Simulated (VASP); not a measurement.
Set up this calculation in VASP 6.6.1, as the native input.

```yaml
Task: single point
Functional: PBEsol
Potentials_or_basis: VASP PAW PBE potentials, release 64 (Cu)
Cutoff: 520 eV
k_mesh: 10 × 10 × 6
Occupations: fermi-dirac, width 0.15 eV
Spin: no spin polarisation
Dipole_correction: no
Further_INCAR_settings: ALGO = Normal; EDIFF = 1e-06; NBANDS = 18
```

The structure of Cu lies in POSCAR:

```
Cu
1.0
    2.5999466114      0.0000000000      0.0000000000
   -1.2999733005      2.2516198120      0.0000000000
    0.0000000000      0.0000000000      4.2194384934
Cu
2
Direct
    0.3333333333      0.6666666667      0.2500000000
    0.6666666667      0.3333333333      0.7500000000
```

These files were run (other wordings do the same):

INCAR

```
SYSTEM = Cu
  PREC = Accurate
  ENCUT = 520
  EDIFF = 1E-6
  ISMEAR = -1
  SIGMA = 0.15
  LREAL = .FALSE.
  LASPH = .TRUE.
  NELM = 80
  ALGO = Normal
  ISIF = 2
  LWAVE = .FALSE.
  LCHARG = .FALSE.
  GGA = PS
  NBANDS = 18
```

KPOINTS

```
regular mesh
0
G
  10 10 6
  0 0 0
```

Potentials or basis: VASP PAW PBE potentials, release 64 (Cu).

Command:

```bash
$ cat potpaw_PBE.64/Cu/POTCAR > POTCAR
$ mpirun -np 1 vasp_std > vasp.out
```

It gave:

```
Pressure               : -10.7 GPa
Band gap on the k mesh : zero (band 11 reaches 9.80 eV, above the bottom of band 12 at 4.97 eV)
```

Caveat: the PAW data sets were made with another functional, which shifts forces and pressure a little.

Wall time 14 s on 1 thread of Intel(R) Xeon(R) Platinum 8488C (Sapphire Rapids), with other jobs on the host, peak memory 0.14 GiB.
